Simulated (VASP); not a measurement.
Here is a VASP 6.6.1 calculation.

INCAR

```
SYSTEM = BaO
PREC     = Accurate       ! precision mode
ENCUT    = 600            ! plane-wave cutoff, eV
EDIFF    = 1E-6           ! SCF threshold, eV
ISMEAR   = 0              ! smearing method
SIGMA    = 0.5            ! smearing width, eV
LREAL    = .FALSE.        ! projectors in reciprocal space
LASPH    = .TRUE.         ! aspherical terms in the spheres
NELM     = 120            ! most SCF steps
ALGO     = Normal         ! electronic algorithm
ISIF     = 2              ! what is computed and relaxed
LWAVE    = .FALSE.        ! write WAVECAR
LCHARG   = .FALSE.        ! write CHGCAR
GGA      = PE             ! functional
NBANDS   = 15             ! bands
GGA_COMPAT= .FALSE.
```

KPOINTS

```
Automatic mesh
0
G
  6 6 6
  0 0 0
```

File POSCAR:

```
BaO
1.0
    0.0000000000      2.7718674917      2.7718674917
    2.7718674917      0.0000000000      2.7718674917
    2.7718674917      2.7718674917      0.0000000000
Ba O
1 1
Direct
    0.0000000000      0.0000000000      0.0000000000
    0.5000000000      0.5000000000      0.5000000000
```

Potentials or basis: VASP PAW PBE potentials, release 64 (Ba_sv, O).

The run is started by

```console
$ cat potpaw_PBE.64/Ba_sv/POTCAR potpaw_PBE.64/O/POTCAR > POTCAR
$ mpirun -np 1 vasp_std > vasp.out
```

**Question.** Predict the pressure.

**Answer.** 2.8 GPa.

**Question.** Predict the band gap on the k mesh.

**Answer.** 1.98 eV, direct.

Caveat: spin-orbit coupling is left out, which moves the levels of the heavy elements. A k mesh can miss the band edges.
